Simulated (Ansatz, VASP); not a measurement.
Hf4Cl3: VASP beside Ansatz

```
Hf Cl
1.0
    -4.48763    3.49134    3.48988
     4.48763   -3.49134    3.48988
     4.48763    3.49134   -3.48988
Hf Cl
4 3
Direct
  0.70974 0.20974 0.50000
  0.29026 0.79026 0.50000
  0.70944 0.50000 0.20944
  0.29056 0.50000 0.79056
  0.00000 0.68371 0.68371
  0.00000 0.31629 0.31629
  0.00000 0.00000 0.00000
```

Alike in both runs: functional PBE; k mesh 4 × 4 × 4; occupations gaussian, width 0.2 eV; no spin polarisation.

Ansatz relaxed the structure, and its values are those at the end. VASP's run is a single point on that final structure, the one shown.

```csv
,VASP,Ansatz
version,VASP 6.6.1,Ansatz 0.2.0
potentials or method,"VASP PAW PBE potentials, release 64 (Hf_pv, Cl), cutoff 500 eV","scalar-relativistic, plane waves, PAW"
valence electrons in the cell,61,125
```

Ansatz gave:

```
gap on the k mesh at the Fermi level (eV) : none
pressure (GPa)                            : 0.0
rms of the force components (eV/Å)        : 0.035
```

Estimate VASP's values.

gap on the k mesh at the Fermi level (eV): none; pressure (GPa): -0.4; rms of the force components (eV/Å): 0.067.

A gap of «none» marks a metal or a gap that the smearing closes. VASP's potentials hold 61 valence electrons a cell and Ansatz's 125, so a difference there can come from the potentials and not from the codes.

Spin-orbit coupling is off throughout.
